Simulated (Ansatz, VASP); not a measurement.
**One calculation of AlAs, two programs**

```
Al As
1.0
     0.00000    2.81917    2.81917
     2.81917    0.00000    2.81917
     2.81917    2.81917    0.00000
Al As
1 1
Direct
  0.00000 0.00000 0.00000
  0.25000 0.25000 0.25000
```

Alike in both runs: functional r2SCAN; k mesh 8 × 8 × 8; occupations fermi-dirac, width 0.02 eV; no spin polarisation.

Ansatz relaxed the structure, and its values are those at the end. VASP's run is a single point on that final structure, the one shown.

|  | VASP | Ansatz |
| --- | --- | --- |
| version | VASP 6.6.1 | Ansatz 0.2.0 |
| potentials or method | VASP PAW PBE potentials, release 64 (Al, As), cutoff 550 eV | PAW plane waves |
| valence electrons in the cell | 8 | 18 |

VASP gave:

* gap on the k mesh at the Fermi level (eV): 1.77
* pressure (GPa): 1.6

Q: Which values does Ansatz return?

A: gap on the k mesh at the Fermi level (eV): 1.78; pressure (GPa): 1.6.

VASP's potentials were made for PBE, not for r2SCAN. The functional is the same, so the differences come from potentials, cutoffs and numerics. VASP's potentials hold 8 valence electrons a cell and Ansatz's 18, so a difference there can come from the potentials and not from the codes. Ansatz's warnings: stress scf threshold loose.
